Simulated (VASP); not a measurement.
# Te (P3_221) in VASP: single point with PBEsol

Aim: the single point of Te with PBEsol.

All numbers are computed with VASP 6.6.1; they aren't measurements. Logs are shortened: lines on timing, memory, paths and dates and some standing lists are left out, and cuts for length are marked.

**1. The cell of the first run**

Symmetry: P3_221, No. 154, trigonal system. Conventional cell: a = 4.321 Å, b = 4.321 Å, c = 5.952 Å, α = 90.00°, β = 90.00°, γ = 120.00°. Te (site symmetry 2) has 6 Te at 2.91 to 3.35 Å within 3.8 Å.

**2. Single point, PBEsol**

Contents of INCAR:

```
SYSTEM = Te
PREC = Accurate ; ENCUT = 520
EDIFF = 1E-7 ; ISMEAR = 0
SIGMA = 0.1 ; LREAL = .False.
LASPH = .True. ; NELM = 100
ALGO = Normal ; ISIF = 2
LWAVE = .False. ; LCHARG = .False.
GGA = PS ; NBANDS = 16
```

Contents of KPOINTS:

```
regular mesh
0
Gamma
  12 12 8
  0 0 0
```

Contents of POSCAR:

```
Te
1.0
    4.3211814617      0.0000000000      0.0000000000
   -2.1605907308      3.7422529202      0.0000000000
    0.0000000000      0.0000000000      5.9520018340
Te
3
Direct
    0.2836083090      0.0000000000      0.1666666667
    0.0000000000      0.2836083090      0.8333333333
    0.7163916910      0.7163916910      0.5000000000
```

Potentials or basis: VASP PAW PBE potentials, release 64 (Te).

Launch:

```
> cat potpaw_PBE.64/Te/POTCAR > POTCAR
> mpirun -np 1 vasp_std > vasp.out
```

OUTCAR:

```text
SYSTEM = Te
   PREC = Accurate
   ENCUT = 520
   EDIFF = 1E-7
   ISMEAR = 0
   LREAL = .False.
   LASPH = .True.
   NELM = 100
   ISIF = 2
   GGA = PS

 ion  position               nearest neighbor table
   1  0.284  0.000  0.167-   3 2.91   2 2.91   3 3.35   3 3.35   2 3.35   2 3.35
   2  0.000  0.284  0.833-   3 2.91   1 2.91   3 3.35   3 3.35   1 3.35   1 3.35
   3  0.716  0.716  0.500-   2 2.91   1 2.91   2 3.35   1 3.35   1 3.35   2 3.35

  LATTYP: Found a hexagonal cell.
 ALAT       =     4.3211814617
 C/A-ratio  =     1.3774015016

  Lattice vectors:

 A1 = (   4.3211814617,   0.0000000000,   0.0000000000)
 A2 = (  -2.1605907308,   3.7422529202,   0.0000000000)
 A3 = (   0.0000000000,   0.0000000000,   5.9520018340)

Analysis of symmetry for initial positions (statically):
=====================================================================
 Subroutine PRICEL returns:
 Original cell was already a primitive cell.

 Routine SETGRP: Setting up the symmetry group for a
 hexagonal supercell.

 Subroutine GETGRP returns: Found  6 space group operations
 (whereof  2 operations were pure point group operations)
 out of a pool of 24 trial point group operations.

The static configuration has the point symmetry C_2 .
 The point group associated with its full space group is D_3 .

Analysis of symmetry for dynamics (positions and initial velocities):
=====================================================================
 Subroutine PRICEL returns:
 Original cell was already a primitive cell.

 Routine SETGRP: Setting up the symmetry group for a
 hexagonal supercell.

 Subroutine GETGRP returns: Found  6 space group operations
 (whereof  2 operations were pure point group operations)
 out of a pool of 24 trial point group operations.

The dynamic configuration has the point symmetry C_2 .
 The point group associated with its full space group is D_3 .

 Subroutine INISYM returns: Found  6 space group operations
 (whereof  2 operations are pure point group operations),
 and found     1 'primitive' translations

----------------------------------------------------------------------------------------

                                     Primitive cell

  volume of cell :      96.2495

  direct lattice vectors                    reciprocal lattice vectors
     4.321181462  0.000000000  0.000000000     0.231418192  0.133609355  0.000000000
    -2.160590731  3.742252920  0.000000000     0.000000000  0.267218711  0.000000000
     0.000000000  0.000000000  5.952001834     0.000000000  0.000000000  0.168010701

  length of vectors
     4.321181462  4.321181462  5.952001834     0.267218711  0.267218711  0.168010701

  position of ions in fractional coordinates (direct lattice)
     0.283608309  0.000000000  0.166666667
     1.000000000  0.283608309  0.833333333
     0.716391691  0.716391691  0.500000000

  ion indices of the primitive-cell ions
   primitive index   ion index
                 1           1
                 2           2
                 3           3

----------------------------------------------------------------------------------------

 KPOINTS: regular mesh

Automatic generation of k-mesh.
 Grid dimensions read from file:
 generate k-points for:   12   12    8

 Generating k-lattice:

  Cartesian coordinates                     Fractional coordinates (reciprocal lattice)
     0.019284849  0.011134113  0.000000000     0.083333333  0.000000000  0.000000000
     0.000000000  0.022268226  0.000000000     0.000000000  0.083333333  0.000000000
     0.000000000  0.000000000  0.021001338     0.000000000  0.000000000  0.125000000

  Length of vectors
     0.022268226  0.022268226  0.021001338

  Shift w.r.t. Gamma in fractional coordinates (k-lattice)
     0.000000000  0.000000000  0.000000000

 Subroutine IBZKPT returns following result:
 ===========================================

 Found    131 irreducible k-points:

 Following reciprocal coordinates:
            Coordinates               Weight
  0.000000  0.000000  0.000000      1.000000
  0.083333  0.000000  0.000000      6.000000
  0.166667  0.000000  0.000000      6.000000
  0.250000  0.000000  0.000000      6.000000
  0.333333  0.000000  0.000000      6.000000
  0.416667  0.000000  0.000000      6.000000
[... 16 lines left out ...]
  0.166667  0.000000  0.125000      6.000000
  0.000000  0.166667  0.125000      6.000000
 [... further k-points ...]
   k-points           NKPTS =    131   k-points in BZ     NKDIM =    131   number of bands    NBANDS=     16
   number of dos      NEDOS =    301   number of ions     NIONS =      3
   total plane-waves  NPLWV =  49152
   dimension x,y,z NGX =    32 NGY =   32 NGZ =   48
   dimension x,y,z NGXF=    64 NGYF=   64 NGZF=   96
   ions per type =               3
   NGX,Y,Z   is equivalent  to a cutoff of  12.31, 12.31, 13.41 a.u.
   NGXF,Y,Z  is equivalent  to a cutoff of  24.62, 24.62, 26.81 a.u.
 SYSTEM =  Te
   PREC   = accura    normal or accurate (medium, high low for compatibility)
   ISTART =      0    job   : 0-new  1-cont  2-samecut
   ICHARG =      2    charge: 1-file 2-atom 10-const
   ISPIN  =      1    spin polarized calculation?
   LNONCOLLINEAR =      F non collinear calculations
   LSORBIT =      F    spin-orbit coupling
   LASPH  =      T    aspherical Exc in radial PAW
   ENCUT  =  520.0 eV  38.22 Ry    6.18 a.u.   8.03  8.03 11.07*2*pi/ulx,y,z
   NELM   =    100;   NELMIN=  2; NELMDL= -5     # of ELM steps
   EDIFF  = 0.1E-06   stopping-criterion for ELM
   LREAL  =      F    real-space projection
   EDIFFG = 0.1E-05   stopping-criterion for IOM
   NSW    =      0    number of steps for IOM
   IBRION =     -1    ionic relax: 0-MD 1-quasi-New 2-CG
   NFREE  =      0    steps in history (QN), initial steepest desc. (CG)
   ISIF   =      2    stress and relaxation
   ISYM   =      2    0-nonsym 1-usesym 2-fastsym
   POTIM  = 0.5000    time-step for ionic-motion
   TEBEG  =    0.0;   TEEND  =   0.0 temperature during run
   PSTRESS=    0.0 pullay stress
   NELECT =      18.0000    total number of electrons
   NUPDOWN=      -1.0000    fix difference up-down
   EMIN   =  10.00;   EMAX   =-10.00  energy-range for DOS
   EFERMI =   0.00;   METHOD = LEGACY
   ISMEAR =     0;   SIGMA  =   0.10  broadening in eV -4-tet -1-fermi 0-gaus
   EFERMI_NEDOS =   21; number of points for ismear=-14 and -15
   IALGO  =     38    algorithm
   IMIX   =      4    mixing-type and parameters
     AMIX     =   0.40;   BMIX     =  1.00
     AMIX_MAG =   1.60;   BMIX_MAG =  1.00
  volume/ion in A,a.u.               =      32.08       216.51
  Fermi-wavevector in a.u.,A,eV,Ry     =   0.936195  1.769151 11.924965  0.876460
  Thomas-Fermi vector in A             =   2.063179
   LORBIT       =      0    0 simple, 1 ext, 2 COOP (PROOUT), +10 PAW based schemes
   GGA     = PS    functional components
   LHFCALC =     F    Hartree Fock is set to
   AEXX    =    0.0000 exact exchange contribution
   IVDW    =     0    specifies the selected vdW correction
   LEPSILON=     F    determine dielectric tensor
   LRPA    =     F    only Hartree local field effects (RPA)
 non-spin polarized calculation
 Gauss-broadening in eV      SIGMA  =   0.10
  energy-cutoff  :      520.00
  volume of cell :       96.25
 maximum number of plane-waves:      2613
   NGX = 17   NGY = 17   NGZ = 23

 number of electron      17.9999997 magnetization

 Free energy of the ion-electron system (eV)
  ---------------------------------------------------
  ext. energy  EPLUGINS =         0.00000000
  ---------------------------------------------------
  free energy    TOTEN  =       -10.58135386 eV

  energy without entropy =      -10.58108049  energy(sigma->0) =      -10.58121718

 E-fermi :   6.5931     XC(G=0):  -9.4954

 val. band max:        6.5630009776   @ k =   0.3333   0.3333   0.5000
 cond. band min:       6.8061209274   @ k =   0.0000   0.0000   0.5000
 fundamental gap:      0.2431199497
 Fermi energy:         6.5930848442

 k-point     1 :       0.0000    0.0000    0.0000
  band No.  band energies     occupation
      1      -7.3699      2.00000
      2      -3.9753      2.00000
      3      -3.9753      2.00000
      4       3.5876      2.00000
      5       3.9399      2.00000
      6       3.9399      2.00000
[... 8 lines left out ...]
     15      12.6437      0.00000
     16      12.6439      0.00000

 k-point     2 :       0.0833    0.0000    0.0000
  band No.  band energies     occupation
      1      -7.3142      2.00000
      2      -3.9798      2.00000
      3      -3.9568      2.00000
      4       3.0547      2.00000
      5       3.5443      2.00000
      6       3.7223      2.00000
[... 8 lines left out ...]
     15      12.5491      0.00000
     16      12.7367      0.00000

 k-point     3 :       0.1667    0.0000    0.0000
  band No.  band energies     occupation
      1      -7.1498      2.00000
      2      -4.0149      2.00000
      3      -3.9027      2.00000
      4       2.2474      2.00000
      5       2.9916      2.00000
      6       3.3644      2.00000
[... 8 lines left out ...]
     15      12.5804      0.00000
     16      13.1302      0.00000

 k-point     4 :       0.2500    0.0000    0.0000
  band No.  band energies     occupation
      1      -6.8864      2.00000
      2      -4.1314      2.00000
      3      -3.8210      2.00000
      4       1.6579      2.00000
      5       2.4778      2.00000
      6       3.0175      2.00000
[... 8 lines left out ...]
     15      12.9365      0.00000
     16      13.7850      0.00000
[... 324 lines left out ...]
 k-point    22 :       0.0000    0.0833    0.1250
  band No.  band energies     occupation
      1      -7.2574      2.00000
      2      -4.6819      2.00000
      3      -3.2381      2.00000
      4       2.9728      2.00000
      5       3.6146      2.00000
      6       3.8792      2.00000
[... 8 lines left out ...]
     15      12.1809      0.00000
     16      12.6878      0.00000

 k-point    23 :       0.1667    0.0000    0.1250
  band No.  band energies     occupation
      1      -7.0927      2.00000
      2      -4.6455      2.00000
      3      -3.2589      2.00000
      4       2.3036      2.00000
      5       2.6949      2.00000
      6       3.3872      2.00000
[... 8 lines left out ...]
     15      12.7041      0.00000
     16      13.2198      0.00000

 k-point    24 :       0.0000    0.1667    0.1250
  band No.  band energies     occupation
      1      -7.0955      2.00000
      2      -4.6008      2.00000
      3      -3.3374      2.00000
      4       2.3200      2.00000
      5       3.2666      2.00000
      6       3.4482      2.00000
[... 8 lines left out ...]
     15      12.2862      0.00000
     16      12.6654      0.00000

 [... further k-points ...]

------------------------ aborting loop because EDIFF is reached ----------------------------------------

  FORCE on cell =-STRESS in cart. coord.  units (eV):
  Direction    XX          YY          ZZ          XY          YZ          ZX
  --------------------------------------------------------------------------------------
  -------------------------------------------------------------------------------------
  Total        0.0105988      0.0105988      0.0685302      0.0000000      0.0000000      0.0000000
  in kB        0.1764278      0.1764278      1.1407587      0.0000000      0.0000000      0.0000000
  external PRESSURE =       0.4978715 kB  Pullay stress =       0.0000000 kB

 VOLUME and BASIS-vectors are now :
 -----------------------------------------------------------------------------
  energy-cutoff  :      520.00
  volume of cell :       96.25
      direct lattice vectors                 reciprocal lattice vectors
     4.321181462  0.000000000  0.000000000     0.231418192  0.133609355  0.000000000
    -2.160590731  3.742252920  0.000000000     0.000000000  0.267218711  0.000000000
     0.000000000  0.000000000  5.952001834     0.000000000  0.000000000  0.168010701

 POSITION                                       TOTAL-FORCE (eV/Angst)
 -----------------------------------------------------------------------------------
      1.22552      0.00000      0.99200         0.021721     -0.000000      0.000000
     -0.61276      1.06133      4.96000        -0.010860      0.018811      0.000000
      1.54783      2.68092      2.97600        -0.010860     -0.018811      0.000000
 -----------------------------------------------------------------------------------
    total drift:                               -0.000000      0.000000      0.000000

  FREE ENERGIE OF THE ION-ELECTRON SYSTEM (eV)
  ---------------------------------------------------
  free  energy   TOTEN  =       -10.5813538638 eV

  energy  without entropy=      -10.5810804936  energy(sigma->0) =      -10.58121718
```

Wall time 68 s (1 thread of Intel Xeon 6975P-C (Granite Rapids), shared host); peak memory 0.31 GiB.

What came out:

```yaml
Free_energy: -10.5814 eV
Pressure: 0.0 GPa
Largest_force: 0.022 eV/Å
Band_gap_on_the_k_mesh: zero (filled and empty bands touch)
```

Forces in eV/Å, atoms in the order of the input:
```
Te   0.022  0.000  0.000
Te  -0.011  0.019  0.000
Te  -0.011 -0.019  0.000
```

Levels at points of the mesh, in eV from the Fermi level:
```csv
k point,band 6,band 7,band 8,band 9,band 10,band 11,band 12,band 13
"(0.00, 0.00, 0.00)",-2.65,-1.83,-1.83,-1.17,0.95,0.95,1.63,4.75
"(0.50, 0.00, 0.00)",-4.05,-3.93,-0.90,-0.77,0.53,0.54,2.37,3.75
"(0.00, 0.00, 0.50)",-2.71,-1.32,-0.91,-0.91,0.21,0.27,0.27,3.60
"(0.50, 0.00, 0.50)",-3.72,-2.81,-2.54,-0.36,0.34,1.97,2.61,4.17
```

Caveat: the PAW data sets were made with another functional, which shifts forces and pressure a little; spin-orbit coupling is left out, which moves the levels of the heavy elements.

The gap in the log of VASP goes by the Fermi energy; the results here count the filled bands.